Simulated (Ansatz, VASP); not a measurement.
One calculation of W, two programs

```
W
1.0
     4.19922    0.00000    0.00000
     0.00000    4.19922    0.00000
     0.00000    0.00000    4.19922
W
4
Direct
  0.03000 0.03000 0.03000
  0.47000 0.97000 0.53000
  0.53000 0.47000 0.97000
  0.97000 0.53000 0.47000
```

Alike in both runs: task single point; functional PBE; k mesh 4 × 4 × 4; occupations gaussian, width 0.1 eV; no spin polarisation.

```csv
,VASP,Ansatz
version,VASP 6.6.1,Ansatz 0.2.0
potentials or method,"VASP PAW PBE potentials, release 64 (W_sv), cutoff 520 eV","scalar-relativistic, plane waves, PAW"
valence electrons in the cell,56,56
```

VASP gave:

```
gap on the k mesh at the Fermi level (eV) : none
pressure (GPa)                            : -19.1
rms of the force components (eV/Å)        : 0.454
```

**Question.** Estimate Ansatz's values.

**Answer.** gap on the k mesh at the Fermi level (eV): none; pressure (GPa): -19.3; rms of the force components (eV/Å): 0.452.

Atom by atom the forces differ by 0.002 eV/Å (rms over components). A gap of «none» marks a metal or a gap that the smearing closes.

The k mesh is coarse, so the values compare programs but aren't converged. Neither program's run includes spin-orbit coupling.
